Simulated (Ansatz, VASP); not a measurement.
## One calculation of HfO2, two programs

Contents of INCAR:

```
SYSTEM = HfO2
PREC = Accurate ; ENCUT = 520
EDIFF = 1E-8 ; ISMEAR = -1
SIGMA = 0.02 ; LREAL = .False.
LASPH = .True. ; NELM = 80
ALGO = Normal ; ISIF = 2
LWAVE = .False. ; LCHARG = .False.
GGA = PE ; LEFG = .True.
NBANDS = 56
```

Contents of KPOINTS:

```
Automatic mesh
0
Gamma
  5 5 5
  0 0 0
```

File POSCAR:

```
HfO2
1.0
    5.1501000000      0.0000000000      0.0000000000
    0.0000000000      5.1852000000      0.0000000000
   -0.8308529057      0.0000000000      5.2767898091
Hf O
4 8
Direct
    0.2800000000      0.0492000000      0.2170000000
    0.7200000000      0.5492000000      0.2830000000
    0.7200000000      0.9508000000      0.7830000000
    0.2800000000      0.4508000000      0.7170000000
    0.0693000000      0.3265000000      0.3429000000
    0.9307000000      0.8265000000      0.1571000000
    0.9307000000      0.6735000000      0.6571000000
    0.0693000000      0.1735000000      0.8429000000
    0.4607000000      0.7489000000      0.4888000000
    0.5393000000      0.2489000000      0.0112000000
    0.5393000000      0.2511000000      0.5112000000
    0.4607000000      0.7511000000      0.9888000000
```

Input for Ansatz:

```yaml
crystal:
  lattice:
    - [5.1501, 0.0, 0.0]
    - [0.0, 5.1852, 0.0]
    - [-0.8308529057, 0.0, 5.2767898091]
  atoms:
    - { symbol: Hf, position: [0.28, 0.0492, 0.217] }
    - { symbol: Hf, position: [0.72, 0.5492, 0.283] }
    - { symbol: Hf, position: [0.72, 0.9508, 0.783] }
    - { symbol: Hf, position: [0.28, 0.4508, 0.717] }
    - { symbol: O, position: [0.0693, 0.3265, 0.3429] }
    - { symbol: O, position: [0.9307, 0.8265, 0.1571] }
    - { symbol: O, position: [0.9307, 0.6735, 0.6571] }
    - { symbol: O, position: [0.0693, 0.1735, 0.8429] }
    - { symbol: O, position: [0.4607, 0.7489, 0.4888] }
    - { symbol: O, position: [0.5393, 0.2489, 0.0112] }
    - { symbol: O, position: [0.5393, 0.2511, 0.5112] }
    - { symbol: O, position: [0.4607, 0.7511, 0.9888] }
kpoints:
  mp_grid: { grid: [5, 5, 5] }
scf:
  occupations: { method: fermi_dirac, width: 0.02 }
hamiltonian:
  xc: pbe
  pseudopotentials: { kind: paw, frozen_core: stored }
output:
  forces: true
  stress: true
  populations: true
  efg: { quadrupole_moments_barn: { Hf: 3.365, O: -0.02558 } }
```

Alike in both runs: task electric field gradients; functional PBE; k mesh 5 × 5 × 5; occupations fermi-dirac, width 0.02 eV; no spin polarisation.

|  | VASP | Ansatz |
| --- | --- | --- |
| version | VASP 6.6.1 | Ansatz 0.2.0 |
| potentials or method | VASP PAW PBE potentials, release 64 (Hf_pv, O) | plane-wave PAW, scalar-relativistic |
| plane-wave cutoff (eV) | 520 | 420 |
| valence electrons in the cell | 88 | 152 |

```csv
,VASP,Ansatz,Ansatz less VASP
gap on the k mesh at the Fermi level (eV),4.02,4.06,+0.042
pressure (GPa),-0.1,3.0,+3.04
"traceless stress, the component that is largest in VASP (GPa)",-2.88,-2.89,-0.006
rms of the force components (eV/Å),0.703,0.714,+0.0108
size of Vzz on the site where it differs most (V/Å²),134.0,155.0,+21.03
```

Atom by atom the forces differ by 0.036 eV/Å (rms over components). VASP's potentials hold 88 valence electrons a cell and Ansatz's 152, so a difference there can come from the potentials and not from the codes.

Spin-orbit coupling is off throughout.
